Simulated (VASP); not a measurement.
Runs of VASP 6.6.1 on Si4P. The structure is that of space group Im-3m (No. 229), or close to it. The cells are those of the table. The cell was built from a structure type or drawn by symmetry, and may not be a known phase.

```csv
task,cell,k mesh,cutoff (eV),gap on the mesh (eV),pressure (GPa),relaxed volume (Å³/atom)
relaxation of cell and atoms,"relaxed from a = 4.652 Å, angles 109.5°, 5 atoms",4 × 4 × 4,600,none,0.3,(b)
single point,"a = 4.808 Å, angles 109.5°, 5 atoms",4 × 4 × 4,520,none,-0.2,-
relaxation of cell and atoms,"relaxed from a = 4.808 Å, angles 109.5°, 5 atoms",10 × 10 × 10,600,none,0.1,(a)
single point,"a = 4.652 Å, angles 109.5°, 5 atoms",4 × 4 × 4,520,none,5.3,-
single point,"a = 4.792 Å, angles 109.5°, 5 atoms",10 × 10 × 10,520,none,-0.1,-
```

Alike in all rows: level PBE; potentials or basis VASP PAW PBE potentials, release 64 (Si, P); no spin polarisation; smearing gaussian 0.1 eV.

Fill in the values left out.

(a) 16.91; (b) 16.96.

Caveats: some runs use coarse meshes.

A gap of «none» marks levels without a gap at the run's occupations.
